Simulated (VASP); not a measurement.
# Ge (P6_3/mmc) in VASP: single point with PBE

Aim: the single point of Ge with PBE.

All numbers are computed with VASP 6.6.1; they aren't measurements. Logs are shortened: lines on timing, memory, paths and dates and some standing lists are left out, and cuts for length are marked.

### 1 The cell of the first run

The structure is hexagonal, space group P6_3/mmc (No. 194). The conventional cell has a = 4.066 Å, b = 4.066 Å, c = 13.336 Å, α = 90.00°, β = 90.00°, γ = 120.00°. Ge (site symmetry 3m) has 4 Ge at 2.49 Å within 3.3 Å. Within 3.3 Å of Ge (site symmetry 3m) lie 4 Ge at 2.49 to 2.51 Å.

This isn't the form of Ge at room conditions, which is diamond.

### 2 Single point, PBE

Input file INCAR:

```
SYSTEM = Ge
PREC = Accurate ; ENCUT = 520
EDIFF = 1E-6 ; ISMEAR = 0
SIGMA = 0.1 ; LREAL = .False.
LASPH = .True. ; NELM = 100
ALGO = Normal ; ISIF = 2
LWAVE = .False. ; LCHARG = .True.
GGA = PE ; LELF = .True.
LVHAR = .True. ; NBANDS = 66
```

Input file KPOINTS:

```
Automatic mesh
0
Gamma
  12 12 4
  0 0 0
```

Input file POSCAR:

```
Ge
1.0
    4.0658732115      0.0000000000      0.0000000000
   -2.0329366058      3.5211494898      0.0000000000
    0.0000000000      0.0000000000     13.3363336065
Ge
8
Direct
    0.0000000000      0.0000000000      0.4067747625
    0.0000000000      0.0000000000      0.5932252375
    0.0000000000      0.0000000000      0.9067747625
    0.0000000000      0.0000000000      0.0932252375
    0.3333333333      0.6666666667      0.3442031336
    0.6666666667      0.3333333333      0.6557968664
    0.6666666667      0.3333333333      0.8442031336
    0.3333333333      0.6666666667      0.1557968664
```

Potentials or basis: VASP PAW PBE potentials, release 64 (Ge_d).

Command:

```console
$ cat potpaw_PBE.64/Ge_d/POTCAR > POTCAR
$ mpirun -np 1 vasp_std > vasp.out
```

OUTCAR:

```text
SYSTEM = Ge
   PREC = Accurate
   ENCUT = 520
   EDIFF = 1E-6
   ISMEAR = 0
   LREAL = .False.
   LASPH = .True.
   NELM = 100
   ISIF = 2
   GGA = PE

 ion  position               nearest neighbor table
   1  0.000  0.000  0.407-   2 2.49   5 2.49   5 2.49   5 2.49
   2  0.000  0.000  0.593-   1 2.49   6 2.49   6 2.49   6 2.49
   3  0.000  0.000  0.907-   4 2.49   7 2.49   7 2.49   7 2.49
   4  0.000  0.000  0.093-   3 2.49   8 2.49   8 2.49   8 2.49
   5  0.333  0.667  0.344-   1 2.49   1 2.49   1 2.49   8 2.51
   6  0.667  0.333  0.656-   2 2.49   2 2.49   2 2.49   7 2.51
   7  0.667  0.333  0.844-   3 2.49   3 2.49   3 2.49   6 2.51
   8  0.333  0.667  0.156-   4 2.49   4 2.49   4 2.49   5 2.51

  LATTYP: Found a hexagonal cell.
 ALAT       =     4.0658732115
 C/A-ratio  =     3.2800662767

  Lattice vectors:

 A1 = (   4.0658732115,   0.0000000000,   0.0000000000)
 A2 = (  -2.0329366058,   3.5211494898,   0.0000000000)
 A3 = (   0.0000000000,   0.0000000000,  13.3363336065)

Analysis of symmetry for initial positions (statically):
=====================================================================
 Subroutine PRICEL returns:
 Original cell was already a primitive cell.

 Routine SETGRP: Setting up the symmetry group for a
 hexagonal supercell.

 Subroutine GETGRP returns: Found 24 space group operations
 (whereof 12 operations were pure point group operations)
 out of a pool of 24 trial point group operations.

The static configuration has the point symmetry D_3d.
 The point group associated with its full space group is D_6h.

Analysis of symmetry for dynamics (positions and initial velocities):
=====================================================================
 Subroutine PRICEL returns:
 Original cell was already a primitive cell.

 Routine SETGRP: Setting up the symmetry group for a
 hexagonal supercell.

 Subroutine GETGRP returns: Found 24 space group operations
 (whereof 12 operations were pure point group operations)
 out of a pool of 24 trial point group operations.

The dynamic configuration has the point symmetry D_3d.
 The point group associated with its full space group is D_6h.

 Subroutine INISYM returns: Found 24 space group operations
 (whereof 12 operations are pure point group operations),
 and found     1 'primitive' translations

[... 111 lines left out ...]
   NFREE  =      0    steps in history (QN), initial steepest desc. (CG)
   ISIF   =      2    stress and relaxation
   ISYM   =      2    0-nonsym 1-usesym 2-fastsym
   POTIM  = 0.5000    time-step for ionic-motion
   TEBEG  =    0.0;   TEEND  =   0.0 temperature during run
   PSTRESS=    0.0 pullay stress
   NELECT =     112.0000    total number of electrons
   NUPDOWN=      -1.0000    fix difference up-down
   EMIN   =  10.00;   EMAX   =-10.00  energy-range for DOS
   EFERMI =   0.00;   METHOD = LEGACY
   ISMEAR =     0;   SIGMA  =   0.10  broadening in eV -4-tet -1-fermi 0-gaus
   EFERMI_NEDOS =   21; number of points for ismear=-14 and -15
   IALGO  =     38    algorithm
   IMIX   =      4    mixing-type and parameters
     AMIX     =   0.40;   BMIX     =  1.00
     AMIX_MAG =   1.60;   BMIX_MAG =  1.00
  volume/ion in A,a.u.               =      23.87       161.06
  Fermi-wavevector in a.u.,A,eV,Ry     =   1.370427  2.589732 25.552698  1.878070
  Thomas-Fermi vector in A             =   2.496214
   LORBIT       =      0    0 simple, 1 ext, 2 COOP (PROOUT), +10 PAW based schemes
   GGA     = PE    functional components
   LHFCALC =     F    Hartree Fock is set to
   AEXX    =    0.0000 exact exchange contribution
   IVDW    =     0    specifies the selected vdW correction
   LEPSILON=     F    determine dielectric tensor
   LRPA    =     F    only Hartree local field effects (RPA)
 non-spin polarized calculation
 Gauss-broadening in eV      SIGMA  =   0.10
  energy-cutoff  :      520.00
  volume of cell :      190.93
 maximum number of plane-waves:      5186
   NGX = 15   NGY = 15   NGZ = 49

 number of electron     111.9999930 magnetization

 Free energy of the ion-electron system (eV)
  ---------------------------------------------------
  ext. energy  EPLUGINS =         0.00000000
  ---------------------------------------------------
  free energy    TOTEN  =       -36.08027658 eV

  energy without entropy =      -36.07901214  energy(sigma->0) =      -36.07964436

 E-fermi :   4.5106     XC(G=0):  -9.6750

 val. band max:        4.4874506304   @ k =   0.0000   0.0000   0.0000
 cond. band min:       4.5610995974   @ k =   0.0000   0.0000   0.0000
 fundamental gap:      0.0736489670
 Fermi energy:         4.5105616540

 k-point     1 :       0.0000    0.0000    0.0000
  band No.  band energies     occupation
      1     -20.2867      2.00000
      2     -20.2867      2.00000
      3     -20.2787      2.00000
      4     -20.2787      2.00000
      5     -20.2750      2.00000
      6     -20.2750      2.00000
[... 1645 lines left out ...]
     65       9.3727      0.00000
     66       9.4455      0.00000

 [... further k-points ...]

------------------------ aborting loop because EDIFF is reached ----------------------------------------

  FORCE on cell =-STRESS in cart. coord.  units (eV):
  Direction    XX          YY          ZZ          XY          YZ          ZX
  --------------------------------------------------------------------------------------
  -------------------------------------------------------------------------------------
  Total       -0.0478818     -0.0478818     -0.0007801      0.0000000     -0.0000000     -0.0000000
  in kB       -0.4017969     -0.4017969     -0.0065463      0.0000000     -0.0000000     -0.0000000
  external PRESSURE =      -0.2700467 kB  Pullay stress =       0.0000000 kB

 VOLUME and BASIS-vectors are now :
 -----------------------------------------------------------------------------
  energy-cutoff  :      520.00
  volume of cell :      190.93
      direct lattice vectors                 reciprocal lattice vectors
     4.065873211  0.000000000  0.000000000     0.245949627  0.141999083  0.000000000
    -2.032936606  3.521149490  0.000000000     0.000000000  0.283998167  0.000000000
     0.000000000  0.000000000 13.336333607     0.000000000  0.000000000  0.074983127

 POSITION                                       TOTAL-FORCE (eV/Angst)
 -----------------------------------------------------------------------------------
      0.00000      0.00000      5.42488        -0.000000     -0.000000      0.004427
      0.00000      0.00000      7.91145        -0.000000      0.000000     -0.004427
      0.00000      0.00000     12.09305        -0.000000      0.000000      0.004427
      0.00000      0.00000      1.24328         0.000000     -0.000000     -0.004427
     -0.00000      2.34743      4.59041         0.000000      0.000000     -0.003187
      2.03294      1.17372      8.74593        -0.000000      0.000000      0.003187
      2.03294      1.17372     11.25857         0.000000      0.000000     -0.003187
     -0.00000      2.34743      2.07776         0.000000     -0.000000      0.003187
 -----------------------------------------------------------------------------------
    total drift:                               -0.000000      0.000000     -0.000000

  FREE ENERGIE OF THE ION-ELECTRON SYSTEM (eV)
  ---------------------------------------------------
  free  energy   TOTEN  =       -36.0802765775 eV

  energy  without entropy=      -36.0790121439  energy(sigma->0) =      -36.07964436
```

It took 14 min on 1 thread of Intel Xeon Platinum 8488C (Sapphire Rapids), shared host; peak memory 0.59 GiB.

Results:

| Property | Result |
| --- | --- |
| Free energy | -36.0803 eV |
| Pressure | 0.0 GPa |
| Largest force | 0.004 eV/Å |
| Band gap on the k mesh | zero (bands 56 and 57 overlap by 0.02 eV) |

Forces on the atoms (eV/Å):
```
Ge   0.000  0.000  0.004
Ge   0.000  0.000 -0.004
Ge   0.000  0.000  0.004
Ge   0.000  0.000 -0.004
Ge   0.000  0.000 -0.003
Ge   0.000  0.000  0.003
Ge   0.000  0.000 -0.003
Ge   0.000  0.000  0.003
```

Levels at points of the mesh, in eV from the Fermi level:
```tsv
k point	band 54	band 55	band 56	band 57	band 58	band 59
(0.00, 0.00, 0.00)	-0.41	-0.13	-0.02	0.05	0.05	0.38
(0.50, 0.00, 0.00)	-2.26	-1.70	-1.35	0.17	0.40	0.69
(0.00, 0.00, 0.50)	-0.27	-0.27	-0.27	0.07	0.07	0.95
(0.50, 0.00, 0.50)	-2.43	-1.67	-1.67	0.69	0.69	1.25
```

Caveat: semilocal functionals underestimate gaps, so a narrow gap can read as zero.
